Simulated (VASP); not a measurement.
Crystal: Ir.

```xyz
1
Lattice="-1.5237 1.5237 1.5237 1.5237 -1.5237 1.5237 1.5237 1.5237 -1.5237" Properties=species:S:1:pos:R:3 pbc="T T T"
Ir    0.0000    0.0000    0.0000
```

```yaml
Program: VASP 6.6.1
Task: relaxation of cell and atoms
Functional: r2SCAN
Potentials_or_basis: VASP PAW PBE potentials, release 64 (Ir)
Cutoff: 600 eV
k_mesh: 14 × 14 × 14
Occupations: fermi-dirac, width 0.05 eV
Spin: collinear spin, ferromagnetic start
Starting_moments: "[1.0] μB"
```

At the start: pressure 19.0 GPa; volume 14.15 Å³/atom.

Task: Where does the relaxation end?

Result: Over 16 steps the energy falls by 41.7 meV/atom and the volume is 14.89 Å³/atom (+5.2 %); space group Im-3m (No. 229, to 0.05 Å); moment 0.69 μB per cell.

Step by step:
```tsv
step	energy change (eV)	largest force (eV/Å)	pressure (GPa)	volume (Å³)
1	0.0000	0.0000	18.99	14.15
2	0.3600	0.0000	-35.27	17.87
3	-0.0414	0.0000	-1.39	14.96
4	-0.0417	0.0000	-0.12	14.90
5	-0.0417	0.0000	0.21	14.88
6	-0.0417	0.0000	0.21	14.88
7	-0.0417	0.0000	0.21	14.89
8	-0.0417	0.0000	0.18	14.89
9	-0.0417	0.0000	0.18	14.89
10	-0.0417	0.0000	0.18	14.89
11	-0.0417	0.0000	0.18	14.89
12	-0.0417	0.0000	0.18	14.89
13	-0.0417	0.0000	0.17	14.89
14	-0.0417	0.0000	0.17	14.89
15	-0.0417	0.0000	0.15	14.89
16	-0.0417	0.0000	0.06	14.89
```

Final structure:
```
Ir
1.0
    -1.54987    1.54987    1.54987
     1.54987   -1.54987    1.54987
     1.54987    1.54987   -1.54987
Ir
1
Cartesian
  1.5499 1.5499 -1.5499
```

Caveat: the PAW data sets were made with another functional, which shifts forces and pressure a little.
